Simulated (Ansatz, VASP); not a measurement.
# One calculation of V3In, two programs

```
V In
1.0
     0.00000    3.13206    3.13206
     3.13206    0.00000    3.13206
     3.13206    3.13206    0.00000
V In
3 1
Direct
  0.25000 0.25000 0.25000
  0.75000 0.75000 0.75000
  0.50000 0.50000 0.50000
  0.00000 0.00000 0.00000
```

Alike in both runs: task single point; functional r2SCAN; k mesh 12 × 12 × 12; occupations gaussian, width 0.1 eV; no spin polarisation.

|  | VASP | Ansatz |
| --- | --- | --- |
| version | VASP 6.6.1 | Ansatz 0.2.0 |
| potentials or method | VASP PAW PBE potentials, release 64 (V_sv, In_d), cutoff 520 eV | scalar-relativistic, plane waves, PAW |
| valence electrons in the cell | 52 | 52 |

Ansatz gave:

| Property | Result |
| --- | --- |
| gap on the k mesh at the Fermi level (eV) | none |
| pressure (GPa) | -3.0 |

Problem. Which values does VASP return?

Solution. gap on the k mesh at the Fermi level (eV): none; pressure (GPa): -2.4.

VASP's potentials were made for PBE, not for r2SCAN. A gap of «none» marks a metal or a gap that the smearing closes.
